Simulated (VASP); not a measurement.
Write the native input for VASP 6.6.1 that does the following.

| Quantity | Value |
| --- | --- |
| Task | relaxation of cell and atoms |
| Functional | PBE |
| Potentials or basis | VASP PAW PBE potentials, release 64 (Ga_d, Ge_d, O) |
| Cutoff | 600 eV |
| k mesh | 18 × 18 × 8 |
| Occupations | gaussian, width 0.1 eV |
| Spin | no spin polarisation |
| Dipole correction | no |
| Further INCAR settings | ALGO = Normal; EDIFF = 1e-07; IBRION = 2; EDIFFG = -0.01; NSW = 100; ISIF = 3 |

The structure of Ga2GeO lies in POSCAR:

```
Ga2GeO
1.0
    3.2435211765      0.0000000000      0.0000000000
   -1.6217605883      2.8089717366      0.0000000000
    0.0000000000      0.0000000000      6.8368745581
Ga Ge O
2 1 1
Direct
    0.0000000000      0.0000000000      0.7944338069
    0.0000000000      0.0000000000      0.2055661931
    0.6666666667      0.3333333333      0.5000000000
    0.3333333333      0.6666666667      0.0000000000
```

The cell was built from a structure type or drawn by symmetry, and may not be a known phase.

These files were run (other wordings do the same):

INCAR

```
PREC = Accurate
ENCUT = 600
EDIFF = 1E-7
ISMEAR = 0
SIGMA = 0.1
LREAL = F
LASPH = T
NELM = 120
ALGO = Normal
ISIF = 3
LWAVE = F
LCHARG = F
GGA = PE
IBRION = 2
NSW = 100
EDIFFG = -0.01
GGA_COMPAT = F
NELMIN = 4
```

KPOINTS

```
Automatic mesh
0
Gamma
  18 18 8
```

Potentials or basis: VASP PAW PBE potentials, release 64 (Ga_d, Ge_d, O).

The run is started by

```sh
$ cat potpaw_PBE.64/Ga_d/POTCAR potpaw_PBE.64/Ge_d/POTCAR potpaw_PBE.64/O/POTCAR > POTCAR
$ mpirun -np 1 vasp_std > vasp.out
```

It gave:

```yaml
Relaxed_volume: 15.54 Å³/atom
Relaxed_cell: a = 2.998 Å, b = 2.998 Å, c = 7.986 Å, α = 90.00°, β = 90.00°, γ = 120.00°
Space_group_after_relaxing_to_0.1_Å: P-6m2 (No. 187)
Energy_gained_by_relaxing: 75.9 meV/atom
Ionic_steps: 20
Pressure_after_relaxing: 0.0 GPa
Largest_force_after_relaxing: 0.007 eV/Å
Band_gap_on_the_k_mesh: zero (bands 23 and 24 overlap by 3.59 eV)
```

Caveat: a cell axis changed by over 15 % at a fixed basis, so the end point is rough.

Wall time 40 min on 1 thread of Intel(R) Xeon(R) 6975P-C (Granite Rapids) (shared host), peak memory 0.54 GiB.
